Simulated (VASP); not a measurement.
# Sc (P6/mmm) in VASP: further runs

Sc is run at these levels: BLYP; tasks: single point, relaxation of cell and atoms.

Program: VASP 6.6.1. These are calculated values, not measurements. Logs are shortened: lines on timing, memory, paths and dates and some standing lists are left out, and cuts for length are marked.

### 1 The cell of the first run

Symmetry: P6/mmm, No. 191, hexagonal system. The conventional cell has a = 5.159 Å, b = 5.159 Å, c = 3.239 Å, α = 90.00°, β = 90.00°, γ = 120.00°. Within 4.3 Å of Sc (site symmetry 6/mmm) lie 14 Sc at 3.24 to 3.39 Å. Within 3.9 Å of Sc (site symmetry -6m2) lie 11 Sc at 2.98 to 3.39 Å.

### 2 Single point, BLYP

INCAR

```
  AGGAC = 1.0
  AGGAX = 1.0
  ALDAC = 0.0
  ALDAX = 1.0
  ALGO = Normal
  EDIFF = 1E-6
  ENCUT = 520
  GGA = B5
  ISIF = 2
  ISMEAR = -1
  LASPH = T
  LCHARG = F
  LREAL = F
  LWAVE = F
  NBANDS = 24
  NELM = 60
  PREC = Accurate
  SIGMA = 0.1
```

KPOINTS

```
k-points
0
Gamma
  9 9 13
```

POSCAR

```
Sc
1.0
    5.1587494447      0.0000000000      0.0000000000
   -2.5793747223      4.4676080708      0.0000000000
    0.0000000000      0.0000000000      3.2394512658
Sc
3
Direct
    1.0000000000      1.0000000000      0.0000000000
    0.3333333333      0.6666666667      0.5000000000
    0.6666666667      0.3333333333      0.5000000000
```

Potentials or basis: VASP PAW PBE potentials, release 64 (Sc_sv).

The run is started by

```bash
> cat potpaw_PBE.64/Sc_sv/POTCAR > POTCAR
> mpirun -np 1 vasp_std > vasp.out
```

OUTCAR:

```text
EDIFF = 1E-6
   ENCUT = 520
   GGA = B5
   ISIF = 2
   ISMEAR = -1
   LASPH = T
   LREAL = F
   NELM = 60
   PREC = Accurate

 ion  position               nearest neighbor table
   1  0.000  0.000  0.000-   2 3.39   3 3.39   2 3.39   3 3.39   2 3.39   2 3.39   3 3.39   3 3.39
                             3 3.39   3 3.39   2 3.39   2 3.39
   2  0.333  0.667  0.500-   3 2.98   3 2.98   3 2.98   1 3.39   1 3.39   1 3.39   1 3.39   1 3.39
                             1 3.39
   3  0.667  0.333  0.500-   2 2.98   2 2.98   2 2.98   1 3.39   1 3.39   1 3.39   1 3.39   1 3.39
                             1 3.39

  LATTYP: Found a hexagonal cell.
 ALAT       =     5.1587494447
 C/A-ratio  =     0.6279528208

  Lattice vectors:

 A1 = (   5.1587494447,   0.0000000000,   0.0000000000)
 A2 = (  -2.5793747223,   4.4676080708,   0.0000000000)
 A3 = (   0.0000000000,   0.0000000000,   3.2394512658)

Analysis of symmetry for initial positions (statically):
=====================================================================
 Subroutine PRICEL returns:
 Original cell was already a primitive cell.

 Routine SETGRP: Setting up the symmetry group for a
 hexagonal supercell.

 Subroutine GETGRP returns: Found 24 space group operations
 (whereof 24 operations were pure point group operations)
 out of a pool of 24 trial point group operations.

The static configuration has the point symmetry D_6h.

Analysis of symmetry for dynamics (positions and initial velocities):
=====================================================================
 Subroutine PRICEL returns:
 Original cell was already a primitive cell.

 Routine SETGRP: Setting up the symmetry group for a
 hexagonal supercell.

 Subroutine GETGRP returns: Found 24 space group operations
 (whereof 24 operations were pure point group operations)
 out of a pool of 24 trial point group operations.

The dynamic configuration has the point symmetry D_6h.

 Subroutine INISYM returns: Found 24 space group operations
 (whereof 24 operations are pure point group operations),
 and found     1 'primitive' translations

----------------------------------------------------------------------------------------

                                     Primitive cell

  volume of cell :      74.6605

  direct lattice vectors                    reciprocal lattice vectors
     5.158749445  0.000000000  0.000000000     0.193845429  0.111916711  0.000000000
    -2.579374722  4.467608071  0.000000000     0.000000000  0.223833421  0.000000000
     0.000000000  0.000000000  3.239451266     0.000000000  0.000000000  0.308694257

  length of vectors
     5.158749445  5.158749445  3.239451266     0.223833421  0.223833421  0.308694257

  position of ions in fractional coordinates (direct lattice)
     0.000000000  0.000000000  0.000000000
     0.333333333  0.666666667  0.500000000
     0.666666667  0.333333333  0.500000000

  ion indices of the primitive-cell ions
   primitive index   ion index
                 1           1
                 2           2
                 3           3

----------------------------------------------------------------------------------------

 KPOINTS: k-points

Automatic generation of k-mesh.
 Grid dimensions read from file:
 generate k-points for:    9    9   13

 Generating k-lattice:

  Cartesian coordinates                     Fractional coordinates (reciprocal lattice)
     0.021538381  0.012435190  0.000000000     0.111111111  0.000000000  0.000000000
     0.000000000  0.024870380  0.000000000     0.000000000  0.111111111  0.000000000
     0.000000000  0.000000000  0.023745712     0.000000000  0.000000000  0.076923077

  Length of vectors
     0.024870380  0.024870380  0.023745712

  Shift w.r.t. Gamma in fractional coordinates (k-lattice)
     0.000000000  0.000000000  0.000000000

 Subroutine IBZKPT returns following result:
 ===========================================

 Found     84 irreducible k-points:

 Following reciprocal coordinates:
            Coordinates               Weight
  0.000000  0.000000  0.000000      1.000000
  0.111111  0.000000  0.000000      6.000000
  0.222222  0.000000  0.000000      6.000000
  0.333333 -0.000000  0.000000      6.000000
  0.444444  0.000000  0.000000      6.000000
  0.111111  0.111111  0.000000      6.000000
[... 16 lines left out ...]
  0.333333  0.222222  0.076923     24.000000
  0.333333  0.333333  0.076923      4.000000
 [... further k-points ...]
   k-points           NKPTS =     84   k-points in BZ     NKDIM =     84   number of bands    NBANDS=     24
   number of dos      NEDOS =    301   number of ions     NIONS =      3
   total plane-waves  NPLWV =  38400
   dimension x,y,z NGX =    40 NGY =   40 NGZ =   24
   dimension x,y,z NGXF=    80 NGYF=   80 NGZF=   48
   ions per type =               3
   NGX,Y,Z   is equivalent  to a cutoff of  12.89, 12.89, 12.32 a.u.
   NGXF,Y,Z  is equivalent  to a cutoff of  25.78, 25.78, 24.63 a.u.
 SYSTEM =  unknown system
   PREC   = accura    normal or accurate (medium, high low for compatibility)
   ISTART =      0    job   : 0-new  1-cont  2-samecut
   ICHARG =      2    charge: 1-file 2-atom 10-const
   ISPIN  =      1    spin polarized calculation?
   LNONCOLLINEAR =      F non collinear calculations
   LSORBIT =      F    spin-orbit coupling
   LASPH  =      T    aspherical Exc in radial PAW
   ENCUT  =  520.0 eV  38.22 Ry    6.18 a.u.   9.59  9.59  6.02*2*pi/ulx,y,z
   NELM   =     60;   NELMIN=  2; NELMDL= -5     # of ELM steps
   EDIFF  = 0.1E-05   stopping-criterion for ELM
   LREAL  =      F    real-space projection
   EDIFFG = 0.1E-04   stopping-criterion for IOM
   NSW    =      0    number of steps for IOM
   IBRION =     -1    ionic relax: 0-MD 1-quasi-New 2-CG
   NFREE  =      0    steps in history (QN), initial steepest desc. (CG)
   ISIF   =      2    stress and relaxation
   ISYM   =      2    0-nonsym 1-usesym 2-fastsym
   POTIM  = 0.5000    time-step for ionic-motion
   TEBEG  =    0.0;   TEEND  =   0.0 temperature during run
   PSTRESS=    0.0 pullay stress
   NELECT =      33.0000    total number of electrons
   NUPDOWN=      -1.0000    fix difference up-down
   EMIN   =  10.00;   EMAX   =-10.00  energy-range for DOS
   EFERMI =   0.00;   METHOD = LEGACY
   ISMEAR =    -1;   SIGMA  =   0.10  broadening in eV -4-tet -1-fermi 0-gaus
   EFERMI_NEDOS =   21; number of points for ismear=-14 and -15
   IALGO  =     38    algorithm
   IMIX   =      4    mixing-type and parameters
     AMIX     =   0.40;   BMIX     =  1.00
     AMIX_MAG =   1.60;   BMIX_MAG =  1.00
  volume/ion in A,a.u.               =      24.89       167.94
  Fermi-wavevector in a.u.,A,eV,Ry     =   1.247046  2.356575 21.158745  1.555124
  Thomas-Fermi vector in A             =   2.381196
   LORBIT       =      0    0 simple, 1 ext, 2 COOP (PROOUT), +10 PAW based schemes
   GGA     = B5    functional components
   LHFCALC =     F    Hartree Fock is set to
   AEXX    =    0.0000 exact exchange contribution
   IVDW    =     0    specifies the selected vdW correction
   LEPSILON=     F    determine dielectric tensor
   LRPA    =     F    only Hartree local field effects (RPA)
 non-spin polarized calculation
  energy-cutoff  :      520.00
  volume of cell :       74.66
 maximum number of plane-waves:      2046
 NGX is ok and might be reduce to    40
   NGX = 19   NGY = 19   NGZ = 13

 number of electron      33.0000004 magnetization

 Free energy of the ion-electron system (eV)
  ---------------------------------------------------
  ext. energy  EPLUGINS =         0.00000000
  ---------------------------------------------------
  free energy    TOTEN  =       -15.92952700 eV

  energy without entropy =      -15.73083231  energy(sigma->0) =      -15.83017966

 E-fermi :   4.0153     XC(G=0):  -9.3503

 val. band max:        4.0148763804   @ k =   0.0000   0.0000   0.0000
 cond. band min:       4.0162037701   @ k =   0.4444   0.1111   0.3846
 fundamental gap:      0.0013273897
 Fermi energy:         4.0153294129

 k-point     1 :       0.0000    0.0000    0.0000
  band No.  band energies     occupation
      1     -45.2818      2.00000
      2     -45.2280      2.00000
      3     -45.1614      2.00000
      4     -24.1591      2.00000
      5     -24.1591      2.00000
      6     -24.0834      2.00000
[... 16 lines left out ...]
     23       6.2429      0.00000
     24       6.2770      0.00000

 k-point     2 :       0.1111    0.0000    0.0000
  band No.  band energies     occupation
      1     -45.2795      2.00000
      2     -45.2280      2.00000
      3     -45.1638      2.00000
      4     -24.1792      2.00000
      5     -24.1690      2.00000
      6     -24.0620      2.00000
[... 16 lines left out ...]
     23       6.0153      0.00000
     24       6.0501      0.00000

 k-point     3 :       0.2222    0.0000    0.0000
  band No.  band energies     occupation
      1     -45.2734      2.00000
      2     -45.2275      2.00000
      3     -45.1706      2.00000
      4     -24.2114      2.00000
      5     -24.1718      2.00000
      6     -24.0262      2.00000
[... 16 lines left out ...]
     23       5.9568      0.00000
     24       6.2444      0.00000

 k-point     4 :       0.3333   -0.0000    0.0000
  band No.  band energies     occupation
      1     -45.2660      2.00000
      2     -45.2254      2.00000
      3     -45.1801      2.00000
      4     -24.2372      2.00000
      5     -24.1500      2.00000
      6     -24.0013      2.00000
[... 16 lines left out ...]
     23       6.0015      0.00000
     24       6.5690      0.00000

 k-point     5 :       0.4444    0.0000    0.0000
  band No.  band energies     occupation
      1     -45.2612      2.00000
      2     -45.2218      2.00000
      3     -45.1887      2.00000
      4     -24.2512      2.00000
      5     -24.1047      2.00000
      6     -24.0425      2.00000
[... 451 lines left out ...]
 k-point    22 :       0.2222    0.2222    0.0769
  band No.  band energies     occupation
      1     -45.2618      2.00000
      2     -45.2212      2.00000
      3     -45.1849      2.00000
      4     -24.2155      2.00000
      5     -24.1636      2.00000
      6     -24.0269      2.00000
[... 16 lines left out ...]
     23       5.9026      0.00000
     24       6.6566      0.00000

 k-point    23 :       0.3333    0.2222    0.0769
  band No.  band energies     occupation
      1     -45.2589      2.00000
      2     -45.2145      2.00000
      3     -45.1945      2.00000
      4     -24.2158      2.00000
      5     -24.1327      2.00000
      6     -24.0723      2.00000
[... 16 lines left out ...]
     23       6.0145      0.00000
     24       6.3094      0.00000

 k-point    24 :       0.3333    0.3333    0.0769
  band No.  band energies     occupation
      1     -45.2582      2.00000
      2     -45.2049      2.00000
      3     -45.2049      2.00000
      4     -24.2020      2.00000
      5     -24.1142      2.00000
      6     -24.1142      2.00000
[... 16 lines left out ...]
     23       5.9251      0.00000
     24       6.1308      0.00000

 [... further k-points ...]

------------------------ aborting loop because EDIFF is reached ----------------------------------------

  FORCE on cell =-STRESS in cart. coord.  units (eV):
  Direction    XX          YY          ZZ          XY          YZ          ZX
  --------------------------------------------------------------------------------------
  -------------------------------------------------------------------------------------
  Total        0.0063900      0.0063900     -0.0215404      0.0000000      0.0000000      0.0000000
  in kB        0.1371265      0.1371265     -0.4622469      0.0000000      0.0000000      0.0000000
  external PRESSURE =      -0.0626646 kB  Pullay stress =       0.0000000 kB

 VOLUME and BASIS-vectors are now :
 -----------------------------------------------------------------------------
  energy-cutoff  :      520.00
  volume of cell :       74.66
      direct lattice vectors                 reciprocal lattice vectors
     5.158749445  0.000000000  0.000000000     0.193845429  0.111916711  0.000000000
    -2.579374722  4.467608071  0.000000000     0.000000000  0.223833421  0.000000000
     0.000000000  0.000000000  3.239451266     0.000000000  0.000000000  0.308694257

 POSITION                                       TOTAL-FORCE (eV/Angst)
 -----------------------------------------------------------------------------------
      0.00000      0.00000      0.00000         0.000000      0.000000      0.000000
     -0.00000      2.97841      1.61973        -0.000000     -0.000000      0.000000
      2.57937      1.48920      1.61973         0.000000      0.000000     -0.000000
 -----------------------------------------------------------------------------------
    total drift:                                0.000000      0.000000      0.000000

  FREE ENERGIE OF THE ION-ELECTRON SYSTEM (eV)
  ---------------------------------------------------
  free  energy   TOTEN  =       -15.9295270026 eV

  energy  without entropy=      -15.7308323082  energy(sigma->0) =      -15.83017966
```

Wall time 82 s (1 thread of Intel Xeon 6975P-C (Granite Rapids), shared host); peak memory 0.25 GiB.

What came out:

```
Free energy : -15.9295 eV
Pressure    : 0.0 GPa
```

Caveat: the PAW data sets were made with another functional, which shifts forces and pressure a little.

### 3 Relaxation of cell and atoms, BLYP

This run uses another cell than the first one, of 25.00 Å³/atom, 1.005 times its volume.

INCAR

```
PREC     = Accurate       # precision mode
ENCUT    = 600            # plane-wave cutoff, eV
EDIFF    = 1E-6           # SCF threshold, eV
ISMEAR   = -1             # smearing method
SIGMA    = 0.1            # smearing width, eV
LREAL    = F              # projectors in reciprocal space
LASPH    = T              # aspherical terms in the spheres
NELM     = 80             # most SCF steps
ALGO     = Normal         # electronic algorithm
ISIF     = 3              # what is computed and relaxed
LWAVE    = F              # write WAVECAR
LCHARG   = F              # write CHGCAR
GGA      = B5             # functional
ALDAX    = 1.0          
AGGAX    = 1.0          
AGGAC    = 1.0          
ALDAC    = 0.0          
IBRION   = 2              # ionic algorithm
NSW      = 80             # ionic steps
EDIFFG   = -0.01          # ionic threshold
```

KPOINTS

```
regular mesh
0
Gamma
  7 7 10
```

POSCAR

```
Sc
1.0
    5.2083761254      0.0000000000      0.0000000000
   -2.6041880627      4.5105860371      0.0000000000
    0.0000000000      0.0000000000      3.1927345649
Sc
3
Direct
    0.0000000000      0.0000000000      0.0000000000
    0.3333333333      0.6666666667      0.5000000000
    0.6666666667      0.3333333333      0.5000000000
```

Potentials or basis: VASP PAW PBE potentials, release 64 (Sc_sv).

The run is started by

```bash
> cat potpaw_PBE.64/Sc_sv/POTCAR > POTCAR
> mpirun -np 1 vasp_std > vasp.out
```

Run time: 7.8 min. Hardware: 1 thread of Oxide Virtual Turin-like, shared host; peak memory 0.22 GiB.

It converged, with:

* Free energy: -15.9285 eV
* Relaxed volume: 24.93 Å³/atom
* Relaxed cell: a = 5.162 Å, b = 5.162 Å, c = 3.241 Å, α = 90.00°, β = 90.00°, γ = 120.00°
* Space group after relaxing (to 0.05 Å): P6/mmm (No. 191)
* Energy gained by relaxing: 2.2 meV/atom
* Ionic steps: 5
* Pressure after relaxing: 0.0 GPa

The path:
```tsv
step	energy change (eV)	largest force (eV/Å)	pressure (GPa)	volume (Å³)
1	0.0000	0.0000	-0.18	75.01
2	-0.0051	0.0000	0.03	74.69
3	-0.0063	0.0000	0.20	74.45
4	-0.0063	0.0000	0.19	74.46
5	-0.0065	0.0000	-0.04	74.80
```

Final structure:
```xyz
3
Lattice="5.1624 0.0000 0.0000 -2.5812 4.4708 0.0000 0.0000 0.0000 3.2409" Properties=species:S:1:pos:R:3 pbc="T T T"
Sc    0.0000    0.0000    3.2409
Sc    0.0000    2.9805    1.6204
Sc    2.5812    1.4903    1.6204
```

Levels at points of the mesh, in eV from the Fermi level:
| k point | band 13 | band 14 | band 15 | band 16 | band 17 | band 18 | band 19 | band 20 |
| --- | --- | --- | --- | --- | --- | --- | --- | --- |
| (0.00, 0.00, 0.00) | -4.93 | -0.75 | -0.01 | -0.01 | 0.00 | 0.00 | 0.65 | 1.50 |
| (0.00, 0.00, 0.50) | -1.79 | -1.32 | -0.84 | -0.84 | -0.54 | -0.54 | 1.57 | 1.57 |

Caveat: the PAW data sets were made with another functional, which shifts forces and pressure a little.
